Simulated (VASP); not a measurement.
# SrO (Fm-3m) in VASP: single point with PBE0

Aim: the single point of SrO with PBE0.

Everything below comes from runs of VASP 6.6.1. Logs are shortened: lines on timing, memory, paths and dates and some standing lists are left out, and cuts for length are marked.

## (1) The cell of the first run

Symmetry: Fm-3m, No. 225, cubic system. Conventional cell: a = 5.160 Å, b = 5.160 Å, c = 5.160 Å, α = 90.00°, β = 90.00°, γ = 90.00°. Within 3.4 Å of Sr (site symmetry m-3m) lie 6 O at 2.58 Å. Within 3.4 Å of O (site symmetry m-3m) lie 6 Sr at 2.58 Å.

## (2) Single point, PBE0

Contents of POSCAR:

```
SrO
1.0
    0.0000000000      2.5800000000      2.5800000000
    2.5800000000      0.0000000000      2.5800000000
    2.5800000000      2.5800000000      0.0000000000
Sr O
1 1
Direct
    0.0000000000      0.0000000000      0.0000000000
    0.5000000000      0.5000000000      0.5000000000
```

Contents of INCAR.step1:

```
PREC     = Accurate       # precision mode
ENCUT    = 520            # plane-wave cutoff, eV
EDIFF    = 1E-5           # SCF threshold, eV
ISMEAR   = 0              # smearing method
SIGMA    = 0.01           # smearing width, eV
LREAL    = False          # projectors in reciprocal space
LASPH    = True           # aspherical terms in the spheres
NELM     = 120            # most SCF steps
ALGO     = Normal         # electronic algorithm
ISIF     = 2              # what is computed and relaxed
LWAVE    = True           # write WAVECAR
LCHARG   = False          # write CHGCAR
GGA      = PE             # functional
NBANDS   = 15             # bands
GGA_COMPAT= False
```

Contents of INCAR.step2:

```
PREC     = Accurate       # precision mode
ENCUT    = 520            # plane-wave cutoff, eV
EDIFF    = 1E-6           # SCF threshold, eV
ISMEAR   = 0              # smearing method
SIGMA    = 0.01           # smearing width, eV
LREAL    = False          # projectors in reciprocal space
LASPH    = True           # aspherical terms in the spheres
NELM     = 120            # most SCF steps
ALGO     = Normal         # electronic algorithm
ISIF     = 2              # what is computed and relaxed
LWAVE    = False          # write WAVECAR
LCHARG   = False          # write CHGCAR
GGA      = PE             # functional
LHFCALC  = True           # exact exchange
AEXX     = 0.25           # exact-exchange fraction
PRECFOCK = Normal       
ISTART   = 1            
NBANDS   = 15             # bands
GGA_COMPAT= False
```

Contents of KPOINTS:

```
Automatic mesh
0
Gamma
  2 2 2
```

Potentials or basis: VASP PAW PBE potentials, release 64 (Sr_sv, O).

Run with:

```bash
cat potpaw_PBE.64/Sr_sv/POTCAR potpaw_PBE.64/O/POTCAR > POTCAR
cp INCAR.step1 INCAR
mpirun -np 1 vasp_std > vasp.out
cp INCAR.step2 INCAR
mpirun -np 1 vasp_std > vasp.out
```

OUTCAR:

```text
PREC = Accurate
   ENCUT = 520
   EDIFF = 1E-6
   ISMEAR = 0
   LREAL = False
   LASPH = True
   NELM = 120
   ISIF = 2
   GGA = PE
   LHFCALC = True
   AEXX = 0.25
   PRECFOCK = Normal
   ISTART = 1

 ion  position               nearest neighbor table
   1  0.000  0.000  0.000-   2 2.58   2 2.58   2 2.58   2 2.58   2 2.58   2 2.58
   2  0.500  0.500  0.500-   1 2.58   1 2.58   1 2.58   1 2.58   1 2.58   1 2.58

  LATTYP: Found a face centered cubic cell.
 ALAT       =     5.1600000000

  Lattice vectors:

 A1 = (   0.0000000000,   2.5800000000,   2.5800000000)
 A2 = (   2.5800000000,   0.0000000000,   2.5800000000)
 A3 = (   2.5800000000,   2.5800000000,   0.0000000000)

Analysis of symmetry for initial positions (statically):
=====================================================================
 Subroutine PRICEL returns:
 Original cell was already a primitive cell.

 Routine SETGRP: Setting up the symmetry group for a
 face centered cubic supercell.

 Subroutine GETGRP returns: Found 48 space group operations
 (whereof 48 operations were pure point group operations)
 out of a pool of 48 trial point group operations.

The static configuration has the point symmetry O_h .

Analysis of symmetry for dynamics (positions and initial velocities):
=====================================================================
 Subroutine PRICEL returns:
 Original cell was already a primitive cell.

 Routine SETGRP: Setting up the symmetry group for a
 face centered cubic supercell.

 Subroutine GETGRP returns: Found 48 space group operations
 (whereof 48 operations were pure point group operations)
 out of a pool of 48 trial point group operations.

The dynamic configuration has the point symmetry O_h .

 Subroutine INISYM returns: Found 48 space group operations
 (whereof 48 operations are pure point group operations),
 and found     1 'primitive' translations

----------------------------------------------------------------------------------------

                                     Primitive cell

  volume of cell :      34.3470

  direct lattice vectors                    reciprocal lattice vectors
     0.000000000  2.580000000  2.580000000    -0.193798450  0.193798450  0.193798450
     2.580000000  0.000000000  2.580000000     0.193798450 -0.193798450  0.193798450
     2.580000000  2.580000000  0.000000000     0.193798450  0.193798450 -0.193798450

  length of vectors
     3.648670991  3.648670991  3.648670991     0.335668761  0.335668761  0.335668761

  position of ions in fractional coordinates (direct lattice)
     0.000000000  0.000000000  0.000000000
     0.500000000  0.500000000  0.500000000

  ion indices of the primitive-cell ions
   primitive index   ion index
                 1           1
                 2           2

----------------------------------------------------------------------------------------

 KPOINTS: Automatic mesh

Automatic generation of k-mesh.
 Grid dimensions read from file:
 generate k-points for:    2    2    2

 Generating k-lattice:

  Cartesian coordinates                     Fractional coordinates (reciprocal lattice)
    -0.096899225  0.096899225  0.096899225     0.500000000  0.000000000  0.000000000
     0.096899225 -0.096899225  0.096899225     0.000000000  0.500000000  0.000000000
     0.096899225  0.096899225 -0.096899225     0.000000000  0.000000000  0.500000000

  Length of vectors
     0.167834381  0.167834381  0.167834381

  Shift w.r.t. Gamma in fractional coordinates (k-lattice)
     0.000000000  0.000000000  0.000000000

 Subroutine IBZKPT returns following result:
 ===========================================

 Found      3 irreducible k-points:

 Following reciprocal coordinates:
            Coordinates               Weight
  0.000000  0.000000  0.000000      1.000000
  0.500000  0.000000  0.000000      4.000000
  0.500000  0.500000  0.000000      3.000000
   k-points           NKPTS =      3   k-points in BZ     NKDIM =      8   number of bands    NBANDS=     15
   number of dos      NEDOS =    301   number of ions     NIONS =      2
   total plane-waves  NPLWV =  21952
   dimension x,y,z NGX =    28 NGY =   28 NGZ =   28
   dimension x,y,z NGXF=    56 NGYF=   56 NGZF=   56
   ions per type =               1   1
   NGX,Y,Z   is equivalent  to a cutoff of  12.76, 12.76, 12.76 a.u.
   NGXF,Y,Z  is equivalent  to a cutoff of  25.52, 25.52, 25.52 a.u.
 SYSTEM =  unknown system
   PREC   = accura    normal or accurate (medium, high low for compatibility)
   ISTART =      1    job   : 0-new  1-cont  2-samecut
   ICHARG =      0    charge: 1-file 2-atom 10-const
   ISPIN  =      1    spin polarized calculation?
   LNONCOLLINEAR =      F non collinear calculations
   LSORBIT =      F    spin-orbit coupling
   LASPH  =      T    aspherical Exc in radial PAW
   ENCUT  =  520.0 eV  38.22 Ry    6.18 a.u.   6.78  6.78  6.78*2*pi/ulx,y,z
   NELM   =    120;   NELMIN=  2; NELMDL=  0     # of ELM steps
   EDIFF  = 0.1E-05   stopping-criterion for ELM
   LREAL  =      F    real-space projection
   EDIFFG = 0.1E-04   stopping-criterion for IOM
   NSW    =      0    number of steps for IOM
   IBRION =     -1    ionic relax: 0-MD 1-quasi-New 2-CG
   NFREE  =      0    steps in history (QN), initial steepest desc. (CG)
   ISIF   =      2    stress and relaxation
   ISYM   =      3    0-nonsym 1-usesym 2-fastsym
   POTIM  = 0.5000    time-step for ionic-motion
   TEBEG  =    0.0;   TEEND  =   0.0 temperature during run
   PSTRESS=    0.0 pullay stress
   NELECT =      16.0000    total number of electrons
   NUPDOWN=      -1.0000    fix difference up-down
   EMIN   =  10.00;   EMAX   =-10.00  energy-range for DOS
   EFERMI =   0.00;   METHOD = LEGACY
   ISMEAR =     0;   SIGMA  =   0.01  broadening in eV -4-tet -1-fermi 0-gaus
   EFERMI_NEDOS =   21; number of points for ismear=-14 and -15
   IALGO  =     38    algorithm
   IMIX   =      1    mixing-type and parameters
     AMIX     =   0.40;   BMIX     =  1.00
     AMIX_MAG =   1.60;   BMIX_MAG =  1.00
  volume/ion in A,a.u.               =      17.17       115.89
  Fermi-wavevector in a.u.,A,eV,Ry     =   1.269069  2.398192 21.912663  1.610535
  Thomas-Fermi vector in A             =   2.402130
   LORBIT       =      0    0 simple, 1 ext, 2 COOP (PROOUT), +10 PAW based schemes
   GGA     = PE    functional components
   LHFCALC =     T    Hartree Fock is set to
   PRECFOCK=normal    Normal, Fast or Accurate (Low or Medium for compatibility)
   ENCUT4O =  -1.0   cutoff for four orbital integrals eV
   NKREDX  =     1    reduce k-point grid by
   NKREDY  =     1    reduce k-point grid by
   NKREDZ  =     1    reduce k-point grid by
   AEXX    =    0.2500 exact exchange contribution
   HFSCREEN=    0.0000 screening length (either q_TF or 0.3 A-1)
   HFSCREENC=   0.0000 screening length for correlation (either q_TF or 0.3 A-1)
   ENCUTFOCK=  -1.0 apply spherical cutoff to Coloumb kernel
   IVDW    =     0    specifies the selected vdW correction
   LEPSILON=     F    determine dielectric tensor
   LRPA    =     F    only Hartree local field effects (RPA)
 non-spin polarized calculation
 Gauss-broadening in eV      SIGMA  =   0.01
  energy-cutoff  :      520.00
  volume of cell :       34.35
 maximum number of plane-waves:       941
 NGX is ok and might be reduce to    28
  NGX = 24; NGY = 24; NGZ = 24

 number of electron      15.9999998 magnetization

 Free energy of the ion-electron system (eV)
  ---------------------------------------------------
  ext. energy  EPLUGINS =         0.00000000
  ---------------------------------------------------
  free energy    TOTEN  =       -14.82517285 eV

  energy without entropy =      -14.82517285  energy(sigma->0) =      -14.82517285

 E-fermi :   0.3147     XC(G=0):  -7.8230

 val. band max:        0.2157461806   @ k =   0.0000   0.0000   0.0000
 cond. band min:       5.7163444836   @ k =   0.5000   0.5000   0.0000
 fundamental gap:      5.5005983030
 Fermi energy:         0.3146592574

 k-point     1 :       0.0000    0.0000    0.0000
  band No.  band energies     occupation
      1     -34.2947      2.00000
      2     -16.2425      2.00000
      3     -14.6684      2.00000
      4     -14.6684      2.00000
      5     -14.6684      2.00000
      6       0.2157      2.00000
      7       0.2157      2.00000
      8       0.2157      2.00000
      9       6.4177      0.00000
     10       8.7998      0.00000
     11       8.7998      0.00000
     12       8.7998      0.00000
     13      11.0419      0.00000
     14      11.0419      0.00000
     15      15.1597      0.00000

 k-point     2 :       0.5000    0.0000    0.0000
  band No.  band energies     occupation
      1     -34.1539      2.00000
      2     -17.6421      2.00000
      3     -14.7420      2.00000
      4     -14.7420      2.00000
      5     -13.5751      2.00000
      6      -2.0248      2.00000
      7      -0.9625      2.00000
      8      -0.9625      2.00000
      9       9.1956      0.00000
     10      10.8760      0.00000
     11      11.6027      0.00000
     12      11.6027      0.00000
     13      14.8378      0.00000
     14      14.8378      0.00000
     15      17.6778      0.00000

 k-point     3 :       0.5000    0.5000    0.0000
  band No.  band energies     occupation
      1     -34.1131      2.00000
      2     -16.2117      2.00000
      3     -15.6440      2.00000
      4     -15.0417      2.00000
      5     -15.0417      2.00000
      6      -0.2704      2.00000
      7       0.1124      2.00000
      8       0.1124      2.00000
      9       5.7163      0.00000
     10      10.4710      0.00000
     11      12.9377      0.00000
     12      13.0394      0.00000
     13      13.9173      0.00000
     14      13.9173      0.00000
     15      16.4070      0.00000

------------------------ aborting loop because EDIFF is reached ----------------------------------------

  FORCE on cell =-STRESS in cart. coord.  units (eV):
  Direction    XX          YY          ZZ          XY          YZ          ZX
  --------------------------------------------------------------------------------------
  -------------------------------------------------------------------------------------
  Total       -0.0545000     -0.0545000     -0.0545000     -0.0000000      0.0000000     -0.0000000
  in kB       -2.5422490     -2.5422490     -2.5422490     -0.0000000      0.0000000     -0.0000000
  external PRESSURE =      -2.5422490 kB  Pullay stress =       0.0000000 kB

 VOLUME and BASIS-vectors are now :
 -----------------------------------------------------------------------------
  energy-cutoff  :      520.00
  volume of cell :       34.35
      direct lattice vectors                 reciprocal lattice vectors
     0.000000000  2.580000000  2.580000000    -0.193798450  0.193798450  0.193798450
     2.580000000  0.000000000  2.580000000     0.193798450 -0.193798450  0.193798450
     2.580000000  2.580000000  0.000000000     0.193798450  0.193798450 -0.193798450

 POSITION                                       TOTAL-FORCE (eV/Angst)
 -----------------------------------------------------------------------------------
      0.00000      0.00000      0.00000         0.000000     -0.000000     -0.000000
      2.58000      2.58000      2.58000        -0.000000      0.000000      0.000000
 -----------------------------------------------------------------------------------
    total drift:                               -0.000000     -0.000001      0.000001

  FREE ENERGIE OF THE ION-ELECTRON SYSTEM (eV)
  ---------------------------------------------------
  free  energy   TOTEN  =       -14.8251728521 eV

  energy  without entropy=      -14.8251728521  energy(sigma->0) =      -14.82517285
```

Wall time 20 s (1 thread of Intel Xeon Platinum 8375C at 2.90GHz (Ice Lake), shared host); peak memory 0.16 GiB.

Results:

```yaml
Free_energy: -14.8252 eV
Pressure: -0.3 GPa
Band_gap_on_the_k_mesh: 5.50 eV (least direct gap 5.60 eV)
```

Caveat: the k points lie up to 1.05 Å⁻¹ apart, too coarse for converged energies, forces and pressures; the PAW data sets were made with another functional, which shifts forces and pressure a little. A k mesh can miss the band edges.
